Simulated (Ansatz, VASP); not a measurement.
**One calculation of Bi, two programs**

```
CELL_PARAMETERS angstrom
-1.98143 1.98143 1.98143
1.98143 -1.98143 1.98143
1.98143 1.98143 -1.98143
ATOMIC_POSITIONS crystal
Bi 0.00000 0.00000 0.00000
```

Alike in both runs: functional PBEsol; k mesh 7 × 7 × 7; occupations fermi-dirac, width 0.05 eV; non-collinear spin, spin-orbit coupling.

|  | VASP | Ansatz |
| --- | --- | --- |
| version | VASP 6.6.1 | Ansatz 0.2.0 |
| potentials or method | VASP PAW PBE potentials, release 64 (Bi_d) | Ansatz PAW |
| plane-wave cutoff (eV) | 520 | 420 |
| valence electrons in the cell | 15 | 15 |
| task | single point | band structure |

```csv
,VASP,Ansatz,Ansatz less VASP
pressure (GPa),-0.5,-0.3,+0.13
net moment per atom (μB),0.00,0.00,0.000
```

VASP's potentials were made for PBE, not for PBEsol. The functional is the same, so the differences come from potentials, cutoffs and numerics.
